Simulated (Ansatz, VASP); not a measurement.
## SiO2 in VASP and in Ansatz

The input INCAR:

```
  PREC = Accurate
  ENCUT = 520
  EDIFF = 1E-6
  ISMEAR = 0
  SIGMA = 0.02
  LREAL = False
  LASPH = True
  NELM = 100
  ALGO = Normal
  ISIF = 2
  LWAVE = False
  LCHARG = False
  GGA = CA
  IBRION = 2
  NSW = 70
  EDIFFG = -0.002
```

KPOINTS

```
Automatic mesh
0
Gamma
  6 6 8
```

The input POSCAR:

```
SiO2
1.0
    4.1865000000      0.0000000000      0.0000000000
    0.0000000000      4.1865000000      0.0000000000
    0.0000000000      0.0000000000      2.6684000000
Si O
2 4
Direct
    0.0000000000      0.0000000000      0.0000000000
    0.5000000000      0.5000000000      0.5000000000
    0.3059000000      0.3059000000      0.0000000000
    0.1941000000      0.8059000000      0.5000000000
    0.6941000000      0.6941000000      0.0000000000
    0.8059000000      0.1941000000      0.5000000000
```

Input for Ansatz:

```yaml
crystal:
  lattice:
    - [4.1865, 0.0, 0.0]
    - [0.0, 4.1865, 0.0]
    - [0.0, 0.0, 2.6684]
  atoms:
    - { symbol: Si, position: [0.0, 0.0, 0.0] }
    - { symbol: Si, position: [0.5, 0.5, 0.5] }
    - { symbol: O, position: [0.3059, 0.3059, 0.0] }
    - { symbol: O, position: [0.1941, 0.8059, 0.5] }
    - { symbol: O, position: [0.6941, 0.6941, 0.0] }
    - { symbol: O, position: [0.8059, 0.1941, 0.5] }
basis:
  ecutwfc: 420
kpoints:
  mp_grid: { grid: [6, 6, 8] }
hamiltonian:
  xc: lda
  pseudopotentials: { kind: paw, azcp: { folder: soft_1 } }
scf:
  occupations: { method: gaussian, width: 0.02 }
output:
  forces: true
  stress: true
  eigenvalues: true
relax:
  adjacent_minimum: "off"
  f_tol: 0.002
  max_steps: 50
```

Alike in both runs: task relaxation of the atoms; functional LDA; k mesh 6 × 6 × 8; occupations gaussian, width 0.02 eV; no spin polarisation.

|  | VASP | Ansatz |
| --- | --- | --- |
| version | VASP 6.6.1 | Ansatz 0.2.0 |
| potentials or method | VASP PAW LDA potentials, release 64 (Si, O), cutoff 520 eV | scalar-relativistic, plane waves, PAW |
| valence electrons in the cell | 32 | 32 |

```csv
,VASP,Ansatz,Ansatz less VASP
"gap on the k mesh at the Fermi level, each at its own relaxed structure (eV)",5.54,5.54,+0.006
```

Ansatz warns that its potentials were made for another functional, while VASP's fit it. LDA's correlation is that of Perdew and Zunger in VASP and of Perdew and Wang (1992) in Ansatz. Ansatz's warnings: stress scf threshold loose.
